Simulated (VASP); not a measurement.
# NbInS4 (F-43m) in VASP: further runs, part 2 of 2

VASP 6.6.1. Earlier steps stand in the parts before.

### 4 Relaxation of cell and atoms, PBE, collinear spin

This run uses another cell than the first one, of 23.54 Å³/atom.

INCAR

```
ALGO     = Normal         # electronic algorithm
EDIFF    = 1E-6           # SCF threshold, eV
EDIFFG   = -0.04          # ionic threshold
ENCUT    = 600            # plane-wave cutoff, eV
GGA      = PE             # functional
IBRION   = 2              # ionic algorithm
ISIF     = 3              # what is computed and relaxed
ISMEAR   = 0              # smearing method
ISPIN    = 2              # spin polarisation
LASPH    = T              # aspherical terms in the spheres
LCHARG   = F              # write CHGCAR
LMAXMIX  = 4              # l up to which the mixer works
LORBIT   = 11             # projections on sites
LREAL    = F              # projectors in reciprocal space
LWAVE    = F              # write WAVECAR
MAGMOM   = 1.85 0.04 -0.04 -0.04 -0.04 -0.04 # initial moments
NELM     = 150            # most SCF steps
NSW      = 90             # ionic steps
PREC     = Accurate       # precision mode
SIGMA    = 0.1            # smearing width, eV
```

KPOINTS

```
k-points
0
Gamma
  4 4 4
```

POSCAR

```
NbInS4
1.0
    0.0000000000      4.1334145800      4.1334145800
    4.1334145800      0.0000000000      4.1334145800
    4.1334145800      4.1334145800      0.0000000000
Nb In S
1 1 4
Direct
    0.7500000000      0.7500000000      0.7500000000
    0.0000000000      0.0000000000      0.0000000000
    0.8706559800      0.3764480100      0.3764480100
    0.3764480100      0.3764480100      0.3764480100
    0.3764480100      0.8706559800      0.3764480100
    0.3764480100      0.3764480100      0.8706559800
```

Potentials or basis: VASP PAW PBE potentials, release 64 (Nb_sv, In_d, S).

Launch:

```
cat potpaw_PBE.64/Nb_sv/POTCAR potpaw_PBE.64/In_d/POTCAR potpaw_PBE.64/S/POTCAR > POTCAR
mpirun -np 1 vasp_std > vasp.out
```

OUTCAR:

```text
EDIFF = 1E-6
   EDIFFG = -0.04
   ENCUT = 600
   GGA = PE
   IBRION = 2
   ISIF = 3
   ISMEAR = 0
   ISPIN = 2
   LASPH = T
   LORBIT = 11
   LREAL = F
   NELM = 150
   NSW = 90
   PREC = Accurate

 ion  position               nearest neighbor table
   1  0.750  0.750  0.750-
   2  0.000  0.000  0.000-
   3  0.871  0.376  0.376-
   4  0.376  0.376  0.376-
   5  0.376  0.871  0.376-
   6  0.376  0.376  0.871-

  LATTYP: Found a face centered cubic cell.
 ALAT       =     8.2668291600

  Lattice vectors:

 A1 = (   0.0000000000,   4.1334145800,   4.1334145800)
 A2 = (   4.1334145800,   0.0000000000,   4.1334145800)
 A3 = (   4.1334145800,   4.1334145800,   0.0000000000)

Analysis of symmetry for initial positions (statically):
=====================================================================
 Subroutine PRICEL returns:
 Original cell was already a primitive cell.

 Routine SETGRP: Setting up the symmetry group for a
 face centered cubic supercell.

 Subroutine GETGRP returns: Found 24 space group operations
 (whereof 24 operations were pure point group operations)
 out of a pool of 48 trial point group operations.

The static configuration has the point symmetry T_d .

Analysis of symmetry for dynamics (positions and initial velocities):
=====================================================================
 Subroutine PRICEL returns:
 Original cell was already a primitive cell.

 Routine SETGRP: Setting up the symmetry group for a
 face centered cubic supercell.

 Subroutine GETGRP returns: Found 24 space group operations
 (whereof 24 operations were pure point group operations)
 out of a pool of 48 trial point group operations.

The dynamic configuration has the point symmetry T_d .

Analysis of structural, dynamic, and magnetic symmetry:
=====================================================================
 Subroutine PRICEL returns:
 Original cell was already a primitive cell.

 Routine SETGRP: Setting up the symmetry group for a
 face centered cubic supercell.

 Subroutine GETGRP returns: Found 24 space group operations
 (whereof 24 operations were pure point group operations)
 out of a pool of 48 trial point group operations.

The overall configuration has the point symmetry T_d .

 Subroutine INISYM returns: Found 24 space group operations
 (whereof 24 operations are pure point group operations),
 and found     1 'primitive' translations

----------------------------------------------------------------------------------------

                                     Primitive cell

  volume of cell :     141.2397

  direct lattice vectors                    reciprocal lattice vectors
     0.000000000  4.133414580  4.133414580    -0.120965364  0.120965364  0.120965364
     4.133414580  0.000000000  4.133414580     0.120965364 -0.120965364  0.120965364
     4.133414580  4.133414580  0.000000000     0.120965364  0.120965364 -0.120965364

  length of vectors
     5.845530958  5.845530958  5.845530958     0.209518157  0.209518157  0.209518157

  position of ions in fractional coordinates (direct lattice)
     0.750000000  0.750000000  0.750000000
     0.000000000  0.000000000  0.000000000
     0.870655980  0.376448010  0.376448010
     0.376448010  0.376448010  0.376448010
     0.376448010  0.870655980  0.376448010
     0.376448010  0.376448010  0.870655980

  ion indices of the primitive-cell ions
   primitive index   ion index
                 1           1
[... 41 lines left out ...]
 -0.250000  0.500000  0.250000      6.000000
   k-points           NKPTS =      8   k-points in BZ     NKDIM =      8   number of bands    NBANDS=     31
   number of dos      NEDOS =    301   number of ions     NIONS =      6
   total plane-waves  NPLWV = 110592
   dimension x,y,z NGX =    48 NGY =   48 NGZ =   48
   dimension x,y,z NGXF=    96 NGYF=   96 NGZF=   96
   ions per type =               1   1   4
   NGX,Y,Z   is equivalent  to a cutoff of  13.65, 13.65, 13.65 a.u.
   NGXF,Y,Z  is equivalent  to a cutoff of  27.30, 27.30, 27.30 a.u.
 SYSTEM =  unknown system
   PREC   = accura    normal or accurate (medium, high low for compatibility)
   ISTART =      0    job   : 0-new  1-cont  2-samecut
   ICHARG =      2    charge: 1-file 2-atom 10-const
   ISPIN  =      2    spin polarized calculation?
   LNONCOLLINEAR =      F non collinear calculations
   LSORBIT =      F    spin-orbit coupling
   LASPH  =      T    aspherical Exc in radial PAW
   ENCUT  =  600.0 eV  44.10 Ry    6.64 a.u.  11.67 11.67 11.67*2*pi/ulx,y,z
   NELM   =    150;   NELMIN=  2; NELMDL= -5     # of ELM steps
   EDIFF  = 0.1E-05   stopping-criterion for ELM
   LREAL  =      F    real-space projection
   EDIFFG = -.4E-01   stopping-criterion for IOM
   NSW    =     90    number of steps for IOM
   IBRION =      2    ionic relax: 0-MD 1-quasi-New 2-CG
   NFREE  =      1    steps in history (QN), initial steepest desc. (CG)
   ISIF   =      3    stress and relaxation
   ISYM   =      2    0-nonsym 1-usesym 2-fastsym
   POTIM  = 0.5000    time-step for ionic-motion
   TEBEG  =    0.0;   TEEND  =   0.0 temperature during run
   PSTRESS=    0.0 pullay stress
   NELECT =      50.0000    total number of electrons
   NUPDOWN=      -1.0000    fix difference up-down
   EMIN   =  10.00;   EMAX   =-10.00  energy-range for DOS
   EFERMI =   0.00;   METHOD = LEGACY
   ISMEAR =     0;   SIGMA  =   0.10  broadening in eV -4-tet -1-fermi 0-gaus
   EFERMI_NEDOS =   21; number of points for ismear=-14 and -15
   IALGO  =     38    algorithm
   IMIX   =      4    mixing-type and parameters
     AMIX     =   0.40;   BMIX     =  1.00
     AMIX_MAG =   1.60;   BMIX_MAG =  1.00
  volume/ion in A,a.u.               =      23.54       158.86
  Fermi-wavevector in a.u.,A,eV,Ry     =   1.158099  2.188491 18.248058  1.341194
  Thomas-Fermi vector in A             =   2.294705
   LORBIT       =     11    0 simple, 1 ext, 2 COOP (PROOUT), +10 PAW based schemes
   GGA     = PE    functional components
   LHFCALC =     F    Hartree Fock is set to
   AEXX    =    0.0000 exact exchange contribution
   IVDW    =     0    specifies the selected vdW correction
   LEPSILON=     F    determine dielectric tensor
   LRPA    =     F    only Hartree local field effects (RPA)
 conjugate gradient relaxation of ions
 spin polarized calculation
 Gauss-broadening in eV      SIGMA  =   0.10
  energy-cutoff  :      600.00
  volume of cell :      141.24
 maximum number of plane-waves:      4735
 NGX is ok and might be reduce to    48
   NGX = 23   NGY = 23   NGZ = 23

--------------------------------------- Ionic step        1  -------------------------------------------

 number of electron      49.9999997 magnetization       2.5725079

 Free energy of the ion-electron system (eV)
  ---------------------------------------------------
  ext. energy  EPLUGINS =         0.00000000
  ---------------------------------------------------
  free energy    TOTEN  =       -23.08807187 eV

  energy without entropy =      -23.06262059  energy(sigma->0) =      -23.07534623

 E-fermi :   5.4371     XC(G=0):  -9.8114

 val. band max:        5.4076403397   @ k =   0.2500   0.2500   0.0000
 cond. band min:       5.4590668050   @ k =   0.2500   0.2500   0.0000
 fundamental gap:      0.0514264653
 Fermi energy:         5.4371233164

 spin component 1

 k-point     1 :       0.0000    0.0000    0.0000
  band No.  band energies     occupation
      1     -50.9425      1.00000
      2     -27.0660      1.00000
      3     -27.0660      1.00000
      4     -27.0660      1.00000
      5      -8.9510      1.00000
      6      -8.9510      1.00000
[... 655 lines left out ...]
--------------------------------------- Ionic step        4  -------------------------------------------

 number of electron      50.0000001 magnetization       1.9538993

 Free energy of the ion-electron system (eV)
  ---------------------------------------------------
  ext. energy  EPLUGINS =         0.00000000
  ---------------------------------------------------
  free energy    TOTEN  =       -24.14537978 eV

  energy without entropy =      -24.11915240  energy(sigma->0) =      -24.13226609

 E-fermi :   8.4735     XC(G=0): -10.9933

 val. band max:        8.4538194342   @ k =  -0.2500   0.5000   0.2500
 cond. band min:       8.4900488458   @ k =   0.2500   0.0000   0.0000
 fundamental gap:      0.0362294116
 Fermi energy:         8.4734690718

 spin component 1

 k-point     1 :       0.0000    0.0000    0.0000
  band No.  band energies     occupation
      1     -47.8548      1.00000
      2     -23.9549      1.00000
      3     -23.9549      1.00000
      4     -23.9549      1.00000
      5      -7.8478      1.00000
      6      -6.0944      1.00000
[... 569 lines left out ...]
  FREE ENERGIE OF THE ION-ELECTRON SYSTEM (eV)
  ---------------------------------------------------
  free  energy   TOTEN  =       -24.1453797843 eV

  energy  without entropy=      -24.1191523974  energy(sigma->0) =      -24.13226609

 reached required accuracy - stopping structural energy minimisation

 total charge

# of ion       s       p       d       tot
------------------------------------------
    1        2.083   5.915   2.450  10.448
    2        1.038   0.381   9.872  11.291
    3        1.432   2.112   0.000   3.544
    4        1.432   2.112   0.000   3.544
    5        1.432   2.112   0.000   3.544
    6        1.432   2.112   0.000   3.544
--------------------------------------------------
tot          8.850  14.742  12.322  35.914

 magnetization (x)

# of ion       s       p       d       tot
------------------------------------------
    1        0.021   0.013   1.469   1.504
    2       -0.024   0.040   0.008   0.024
    3        0.004  -0.037   0.000  -0.033
    4        0.004  -0.037   0.000  -0.033
    5        0.004  -0.037   0.000  -0.033
    6        0.004  -0.037   0.000  -0.033
--------------------------------------------------
tot          0.012  -0.095   1.478   1.394
```

Run time: 20 min. Hardware: 1 thread of Intel Xeon 8259CL, shared host; peak memory 0.42 GiB.

Results:

- Free energy: -24.1454 eV
- Relaxed volume: 18.44 Å³/atom
- Relaxed cell: a = 5.389 Å, b = 5.389 Å, c = 5.389 Å, α = 60.00°, β = 60.00°, γ = 60.00°
- Space group after relaxing (to 0.1 Å): F-43m (No. 216)
- Energy gained by relaxing: 176.2 meV/atom
- Ionic steps: 4
- Pressure after relaxing: 0.0 GPa
- Largest force after relaxing: 0.023 eV/Å
- Net moment: 1.95 μB per cell
- Site moments: Nb +1.50; In +0.02; S -0.03 μB
- Valence electrons inside the program's atomic spheres: Nb 10.45; In 11.29; S 3.54

Forces in eV/Å, atoms in the order of the input:
```
Nb   0.000  0.000  0.000
In   0.000  0.000  0.000
S   -0.013  0.013  0.013
S   -0.013 -0.013 -0.013
S    0.013 -0.013  0.013
S    0.013  0.013 -0.013
```

The path:
```csv
step,energy change (eV),largest force (eV/Å),pressure (GPa),volume (Å³)
1,0.0000,0.0560,-9.08,141.24
2,-1.0201,0.0722,-2.32,115.69
3,-1.0562,0.0342,-0.42,111.51
4,-1.0573,0.0228,0.02,110.63
```

Final structure:
```
Nb In S
1.0
     0.00000    3.81025    3.81025
     3.81025    0.00000    3.81025
     3.81025    3.81025    0.00000
Nb In S
1 1 4
Direct
  0.75000 0.75000 0.75000
  0.00000 0.00000 0.00000
  0.87135 0.37622 0.37622
  0.37622 0.37622 0.37622
  0.37622 0.87135 0.37622
  0.37622 0.37622 0.87135
```

Caveat: the volume moved by over 15 % at a fixed basis, so the end points are rough; spin-orbit coupling is left out, which moves the levels of the heavy elements.

### 5 Summary

```tsv
task	cell	cutoff (eV)	gap on the mesh (eV)	pressure (GPa)	moment (μB)	largest force (eV/Å)
single point	a = 5.401 Å, angles 60.0°, 6 atoms, atomic positions A	520	none	-0.4	2.01	0.03
single point	a = 5.846 Å, angles 60.0°, 6 atoms, atomic positions B	520	none	-9.1	2.57	0.06
relaxation of cell and atoms	relaxed from a = 5.846 Å, angles 60.0°, 6 atoms, atomic positions B	600	none	0.0	1.95	0.02
```

Alike in all rows: level PBE; potentials or basis VASP PAW PBE potentials, release 64 (Nb_sv, In_d, S); spin collinear; k mesh 4 × 4 × 4; smearing gaussian 0.1 eV.

Caveats: spin-orbit coupling is left out, which moves the levels of the heavy elements; the cell stands under tension (at least some runs); the volume moved by over 15 % at a fixed basis, so the end points are rough (at least some runs).

Absolute energies hang on the potentials; compare differences alone.

The gap in the log of VASP goes by the Fermi energy; the results here count the filled bands.